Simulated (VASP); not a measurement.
# NaW8C8 (a cell with a defect) in VASP: a series of runs

Runs on NaW8C8 (a cell with a defect). Level: LDA. Tasks: single point.

All numbers are computed with VASP 6.6.1; they aren't measurements. Logs are shortened: lines on timing, memory, paths and dates and some standing lists are left out, and cuts for length are marked.

**1. The cell of the first run**

The cell holds a defect, 17 atoms: a = 5.689 Å, b = 4.927 Å, c = 5.588 Å, α = 90.00°, β = 90.00°, γ = 90.00°.

**2. Single point, LDA**

Contents of INCAR:

```
SYSTEM = NaW8C8
ALGO = Normal ; EDIFF = 1E-6
ENCUT = 520 ; ISIF = 2
ISMEAR = -1 ; LASPH = .True.
LCHARG = .False. ; LREAL = Auto
LWAVE = .False. ; NBANDS = 90
NELM = 60 ; PREC = Accurate
SIGMA = 0.15
```

Contents of KPOINTS:

```
k-points
0
Gamma
  2 2 2
  0 0 0
```

Contents of POSCAR:

```
NaW8C8
1.0
   -2.8446400000     -4.9270610000      0.0000000000
    4.2669600000     -2.4635310000      0.0000000000
    0.0000000000      0.0000000000      5.5877600000
W C Na
8 8 1
Direct
    0.7471917312      0.5123299694      0.0005368878
    0.7384520728      0.5144248609      0.4895163715
    0.4893423304     -0.0115766807      0.0001610663
    0.4967520436      0.0078230715      0.4972296591
    0.2694794534      0.4880223935     -0.0064605495
    0.2713928207      0.5080232469      0.4883173221
   -0.0045523511     -0.0101359750      0.0025949576
   -0.0013362950     -0.0062576818      0.4740719000
    0.4764590393      0.6828642503      0.2526951766
    0.4959129101      0.6681088411      0.7390081177
    0.2347959916      0.1632801970      0.2656162756
    0.2713969671      0.1281536899      0.7307400461
    0.0003107762      0.6798245229      0.2395056337
   -0.0156346900      0.7148004517      0.7314558965
    0.7342292373      0.1610321769      0.2598536802
    0.7115394042      0.1550221822      0.7447349206
    0.0046410448      0.3382272394      0.7404040259
```

Potentials or basis: VASP PAW LDA potentials, release 64 (W_sv, C, Na_pv).

The run is started by

```sh
> cat potpaw_LDA.64/W_sv/POTCAR potpaw_LDA.64/C/POTCAR potpaw_LDA.64/Na_pv/POTCAR > POTCAR
> mpirun -np 1 vasp_std > vasp.out
```

OUTCAR:

```text
SYSTEM = NaW8C8
   EDIFF = 1E-6
   ENCUT = 520
   ISIF = 2
   ISMEAR = -1
   LASPH = .True.
   LREAL = Auto
   NELM = 60
   PREC = Accurate

 ion  position               nearest neighbor table
   1  0.747  0.512  0.001-  13 2.13  10 2.18  17 2.23   9 2.25  14 2.25  15 2.26  16 2.28   5 2.72
                             2 2.73   7 2.74   3 2.77   2 2.86   7 2.94   3 2.97   5 2.97
   2  0.738  0.514  0.490-  10 2.10   9 2.16  15 2.16  14 2.18  13 2.20  17 2.24  16 2.28   6 2.66
                             1 2.73   8 2.79   4 2.79   4 2.85   1 2.86   8 2.96   6 3.03
   3  0.489  0.988  0.000-   9 2.06  12 2.07  16 2.08  10 2.15  15 2.18  11 2.24   5 2.76   5 2.76
                             1 2.77   4 2.78   7 2.81   4 2.81   7 2.88   1 2.97
   4  0.497  0.008  0.497-  12 1.92  16 1.98  15 2.04   9 2.11  11 2.12  10 2.15   6 2.78   6 2.78
                             3 2.78   2 2.79   3 2.81   8 2.84   2 2.85   8 2.86
   5  0.269  0.488  0.994-   9 2.10  10 2.11  17 2.19  11 2.22  13 2.26  12 2.30  14 2.45   1 2.72
                             3 2.76   3 2.76   6 2.77   6 2.82   7 2.91   7 2.92   1 2.97
   6  0.271  0.508  0.488-   9 1.96  10 2.05  11 2.12  17 2.23  13 2.24  12 2.31  14 2.36   2 2.66
                             5 2.77   4 2.78   4 2.78   5 2.82   8 2.85   8 2.97   2 3.03
   7  0.995  0.990  0.003-  13 2.02  14 2.03  11 2.18  15 2.23  17 2.26  12 2.29  16 2.31   8 2.63
                             1 2.74   3 2.81   3 2.88   5 2.91   5 2.92   1 2.94   8 2.95
   8  0.999  0.994  0.474-  11 1.96  14 1.99  13 2.03  15 2.09  12 2.21  17 2.26  16 2.36   7 2.63
                             2 2.79   4 2.84   6 2.85   4 2.86   7 2.95   2 2.96   6 2.97
   9  0.476  0.683  0.253-   6 1.96   3 2.06   5 2.10   4 2.11   2 2.16   1 2.25
  10  0.496  0.668  0.739-   6 2.05   2 2.10   5 2.11   3 2.15   4 2.15   1 2.18
  11  0.235  0.163  0.266-   8 1.96   6 2.12   4 2.12   7 2.18   5 2.22   3 2.24
  12  0.271  0.128  0.731-  17 1.84   4 1.92   3 2.07   8 2.21   7 2.29   5 2.30   6 2.31
  13  0.000  0.680  0.240-   7 2.02   8 2.03   1 2.13   2 2.20   6 2.24   5 2.26
  14  0.984  0.715  0.731-  17 1.86   8 1.99   7 2.03   2 2.18   1 2.25   6 2.36   5 2.45
  15  0.734  0.161  0.260-   4 2.04   8 2.09   2 2.16   3 2.18   7 2.23   1 2.26
  16  0.712  0.155  0.745-  17 1.90   4 1.98   3 2.08   1 2.28   2 2.28   7 2.31   8 2.36
  17  0.005  0.338  0.740-  12 1.84  14 1.86  16 1.90   5 2.19   6 2.23   1 2.23   2 2.24   7 2.26
                             8 2.26

  LATTYP: Found a simple orthorhombic cell.
 ALAT       =     4.9270612569
 B/A-ratio  =     1.1340959060
 C/A-ratio  =     1.1547004787

  Lattice vectors:

 A1 = (   4.2669600000,  -2.4635310000,   0.0000000000)
 A2 = (   0.0000000000,   0.0000000000,   5.5877600000)
 A3 = (  -2.8446400000,  -4.9270610000,   0.0000000000)

Analysis of symmetry for initial positions (statically):
=====================================================================
 Subroutine PRICEL returns:
 Original cell was already a primitive cell.

 Routine SETGRP: Setting up the symmetry group for a
 simple orthorhombic supercell.

 Subroutine GETGRP returns: Found  1 space group operations
[... 146 lines left out ...]
   EFERMI_NEDOS =   21; number of points for ismear=-14 and -15
   IALGO  =     38    algorithm
   IMIX   =      4    mixing-type and parameters
     AMIX     =   0.40;   BMIX     =  1.00
     AMIX_MAG =   1.60;   BMIX_MAG =  1.00
  volume/ion in A,a.u.               =       9.21        62.18
  Fermi-wavevector in a.u.,A,eV,Ry     =   1.617234  3.056129 35.585292  2.615445
  Thomas-Fermi vector in A             =   2.711692
   LORBIT       =      0    0 simple, 1 ext, 2 COOP (PROOUT), +10 PAW based schemes
   GGA     = CA    functional components
   LHFCALC =     F    Hartree Fock is set to
   AEXX    =    0.0000 exact exchange contribution
   IVDW    =     0    specifies the selected vdW correction
   LEPSILON=     F    determine dielectric tensor
   LRPA    =     F    only Hartree local field effects (RPA)
 non-spin polarized calculation
  energy-cutoff  :      520.00
  volume of cell :      156.63
 maximum number of plane-waves:      4248
   NGX = 21   NGY = 19   NGZ = 21

 number of electron     150.9999999 magnetization

 Free energy of the ion-electron system (eV)
  ---------------------------------------------------
  ext. energy  EPLUGINS =         0.00000000
  ---------------------------------------------------
  free energy    TOTEN  =      -182.69511099 eV

  energy without entropy =     -182.35791015  energy(sigma->0) =     -182.52651057

 E-fermi :  13.0255     XC(G=0): -14.5225

 val. band max:       13.0170152669   @ k =   0.5000   0.0000   0.5000
 cond. band min:      13.0890051178   @ k =   0.0000   0.0000   0.5000
 fundamental gap:      0.0719898509
 Fermi energy:        13.0254840271

 k-point     1 :       0.0000    0.0000    0.0000
  band No.  band energies     occupation
      1     -61.0156      2.00000
      2     -60.9334      2.00000
      3     -60.9134      2.00000
      4     -60.8668      2.00000
      5     -60.7792      2.00000
      6     -60.7168      2.00000
[... 709 lines left out ...]
     86      16.4004      0.00000
     87      16.4845      0.00000
 [bands above 87 left out]

------------------------ aborting loop because EDIFF is reached ----------------------------------------

  FORCE on cell =-STRESS in cart. coord.  units (eV):
  Direction    XX          YY          ZZ          XY          YZ          ZX
  --------------------------------------------------------------------------------------
  -------------------------------------------------------------------------------------
  Total       58.2757823     64.6532441     54.5163905     -2.2424951      2.6684011     -0.0566795
  in kB      596.0952772    661.3294905    557.6409554    -22.9381856     27.2947219     -0.5797668
  external PRESSURE =     605.0219077 kB  Pullay stress =       0.0000000 kB

 VOLUME and BASIS-vectors are now :
 -----------------------------------------------------------------------------
  energy-cutoff  :      520.00
  volume of cell :      156.63
      direct lattice vectors                 reciprocal lattice vectors
    -2.844640000 -4.927061000  0.000000000    -0.087884596 -0.152220555  0.000000000
     4.266960000 -2.463531000  0.000000000     0.175769157 -0.101480370  0.000000000
     0.000000000  0.000000000  5.587760000     0.000000000  0.000000000  0.178962590

 POSITION                                       TOTAL-FORCE (eV/Angst)
 -----------------------------------------------------------------------------------
      0.06060     -4.94360      0.00300         0.970252      2.473710      1.560780
      0.09440     -4.90570      2.73530         0.354299      0.392443     -1.953577
      2.82556     -4.84603      0.00090         1.058193     -1.184286      0.020195
     -1.37970     -2.46680      2.77840        -2.350555      1.003226     -2.129534
      1.31580     -2.53000      5.55166         2.131315     -1.031316      2.505543
      1.39570     -2.58870      2.72860         1.517141      2.687884     -0.644498
[... 9 lines left out ...]
     -1.36260     -3.88770      4.16140        -0.308895     -1.326050      1.274443
      1.43000     -0.85610      4.13720        -0.066079      0.981222     -0.318770
 -----------------------------------------------------------------------------------
    total drift:                                0.003503      0.004710      0.020075

  FREE ENERGIE OF THE ION-ELECTRON SYSTEM (eV)
  ---------------------------------------------------
  free  energy   TOTEN  =      -182.6951109851 eV

  energy  without entropy=     -182.3579101510  energy(sigma->0) =     -182.52651057
```

It took 3.5 min on 1 thread of Intel Xeon Platinum 8259CL at 2.50GHz (Skylake/Cascade Lake), shared host; peak memory 0.26 GiB.

What came out:

| Quantity | Value |
| --- | --- |
| Free energy | -182.6951 eV |
| Pressure | 60.5 GPa |
| Largest force | 4.292 eV/Å |
| Band gap on the k mesh | zero (an odd number of electrons rules out a gap without spin polarisation) |

Forces on the atoms (eV/Å):
```
W    0.970  2.474  1.561
W    0.354  0.392 -1.954
W    1.058 -1.184  0.020
W   -2.351  1.003 -2.130
W    2.131 -1.031  2.506
W    1.517  2.688 -0.644
W    0.817 -0.236 -0.359
W    0.976  1.440  2.346
C   -2.434 -1.522 -1.562
C   -0.614 -0.583  1.341
C   -0.424 -2.531 -3.440
C    0.778 -0.004  2.648
C   -2.034  0.915  0.228
C   -1.185 -0.134  0.901
C    0.814 -1.341 -2.417
C   -0.309 -1.326  1.274
Na  -0.066  0.981 -0.319
```

Stress tensor (GPa, compression positive):
```
59.61 -2.29 -0.06
-2.29 66.13  2.73
-0.06  2.73 55.76
```

Caveat: the k points lie up to 0.64 Å⁻¹ apart, too coarse for converged energies and pressures of a metal; spin-orbit coupling is left out, which moves the levels of the heavy elements.

**3. Single point, LDA**

Contents of INCAR:

```
PREC = Accurate ; ENCUT = 520
EDIFF = 1E-6 ; ISMEAR = -1
SIGMA = 0.15 ; LREAL = Auto
LASPH = T ; NELM = 80
ALGO = Normal ; ISIF = 2
LWAVE = F ; LCHARG = F
GGA = CA ; NBANDS = 90
```

Contents of KPOINTS:

```
Automatic mesh
0
Gamma
  2 2 2
```

Contents of POSCAR:

```
NaW8C8
1.0
   -2.8446400000     -4.9270610000      0.0000000000
    4.2669600000     -2.4635310000      0.0000000000
    0.0000000000      0.0000000000      5.5877600000
W C Na
8 8 1
Direct
    0.7308489680      0.4976850517      0.0020759660
    0.7293705811      0.4949183329      0.4786175498
    0.5192526221      0.0058090020     -0.0028634014
    0.5013562855     -0.0107621951      0.4846306928
    0.2536251376      0.5321522141      0.0110240955
    0.2475939505      0.5103201472      0.4767742351
    0.0087513872     -0.0000481499      0.0075880138
    0.0020546776     -0.0228629239      0.4880846708
    0.5351869119      0.6629108539      0.2592988962
    0.4956285045      0.6547951396      0.7168346529
    0.2757369129      0.1735831252      0.2427985454
    0.3125333038      0.1601479127      0.7541483528
    0.0076274062      0.6611726439      0.2537510559
   -0.0129833792      0.7006081520      0.7510701963
    0.7696809556      0.1757375821      0.2445344825
    0.7287511704      0.1421936764      0.7263375664
    0.0094519291      0.3135457880      0.7482783799
```

Potentials or basis: VASP PAW LDA potentials, release 64 (W_sv, C, Na_pv).

The run is started by

```sh
> cat potpaw_LDA.64/W_sv/POTCAR potpaw_LDA.64/C/POTCAR potpaw_LDA.64/Na_pv/POTCAR > POTCAR
> mpirun -np 1 vasp_std > vasp.out
```

Wall time 3.5 min (1 thread of Intel Xeon Platinum 8259CL at 2.50GHz (Skylake/Cascade Lake), shared host); peak memory 0.26 GiB.

Results (log left out):

| Property | Result |
| --- | --- |
| Free energy | -181.7975 eV |
| Pressure | 62.7 GPa |
| Largest force | 6.825 eV/Å |
| Band gap on the k mesh | zero (an odd number of electrons rules out a gap without spin polarisation) |

Forces on the atoms (eV/Å):
```
W    0.715 -2.193 -1.807
W   -3.210 -3.857  4.435
W   -1.361  1.561  0.593
W    0.747 -1.306  0.602
W   -3.319 -1.276 -2.018
W   -2.592 -1.905  2.096
W   -2.249  0.729  1.355
W    1.557 -1.624 -1.233
C    4.147  3.566 -4.082
C    0.746 -0.086  3.072
C    0.608  1.371 -0.374
C    1.760  1.991 -0.667
C    2.135  1.376 -1.845
C   -0.852  0.180  0.394
C   -0.765  1.979 -0.333
C   -0.085  1.561  0.637
Na   2.016 -2.067 -0.826
```

Stress tensor (GPa, compression positive):
```
70.36  2.31 -2.44
 2.31 56.93 -2.34
-2.44 -2.34 60.79
```

Levels at points of the mesh, in eV from the Fermi level:
```csv
k point,band 71,band 72,band 73,band 74,band 75,band 76,band 77,band 78,band 79,band 80
"(0.00, 0.00, 0.00)",-1.49,-1.27,-0.93,-0.81,-0.64,-0.12,0.47,1.06,1.26,1.65
"(0.50, 0.00, 0.00)",-1.95,-1.41,-1.11,-0.32,-0.08,-0.01,0.24,0.37,0.55,1.58
"(0.00, 0.50, 0.00)",-2.19,-0.97,-0.73,-0.30,-0.03,0.73,0.84,1.40,1.68,2.05
"(0.50, 0.50, 0.00)",-2.14,-2.04,-1.82,-1.51,-1.20,0.92,1.15,1.42,1.72,1.92
"(0.00, 0.00, 0.50)",-1.73,-1.72,-1.27,-0.77,-0.54,-0.32,0.04,0.38,1.11,1.91
"(0.50, 0.00, 0.50)",-1.90,-1.69,-1.56,-1.47,-1.18,-0.50,0.04,0.08,0.61,1.80
"(0.00, 0.50, 0.50)",-2.06,-1.84,-1.76,-1.54,-0.85,0.19,0.37,0.60,0.98,1.69
"(0.50, 0.50, 0.50)",-2.38,-2.24,-2.17,-1.97,-1.60,0.40,0.92,1.20,1.23,1.42
```

Caveat: the k points lie up to 0.64 Å⁻¹ apart, too coarse for converged energies and pressures of a metal; spin-orbit coupling is left out, which moves the levels of the heavy elements.

The gap in the log of VASP goes by the Fermi energy; the results here count the filled bands.